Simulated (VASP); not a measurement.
PbS (Galena): single point with PBE

PbS (Galena):

```xyz
2
Lattice="0.0000 2.9657 2.9657 2.9657 0.0000 2.9657 2.9657 2.9657 0.0000" Properties=species:S:1:pos:R:3 pbc="T T T"
Pb   -0.0034    0.0049   -0.0004
S     2.9877    2.9342    2.9682
```

```json
{
 "Program": "VASP 6.6.1",
 "Task": "single point",
 "Functional": "PBE",
 "Potentials or basis": "VASP PAW PBE potentials, release 64 (Pb_d, S)",
 "Cutoff": "500 eV",
 "k mesh": "3 × 3 × 3",
 "Occupations": "gaussian, width 0.01 eV",
 "Spin": "no spin polarisation"
}
```

```yaml
Pressure: 1.1 GPa
Largest_force: 0.013 eV/Å
Band_gap_on_the_k_mesh: 2.22 eV, direct
```

Forces in eV/Å, atoms in the order of the input:
```
Pb   0.007 -0.010  0.001
S   -0.007  0.010 -0.001
```

Levels at points of the mesh, in eV from the valence-band top:
| k point | band 6 | band 7 | band 8 | band 9 | band 10 | band 11 | band 12 | band 13 | band 14 | band 15 |
| --- | --- | --- | --- | --- | --- | --- | --- | --- | --- | --- |
| (0.00, 0.00, 0.00) | -12.87 | -5.30 | -1.45 | -1.44 | -1.44 | 5.95 | 5.95 | 5.97 | 7.48 | 7.49 |

Run time: 12 s on 1 thread of AMD EPYC 7R43 64-Core Processor (Zen 3), on a shared host, peak memory 0.14 GiB.

Caveat: the k points lie up to 0.61 Å⁻¹ apart; spin-orbit coupling is left out, which moves the levels of the heavy elements. A k mesh can miss the band edges.
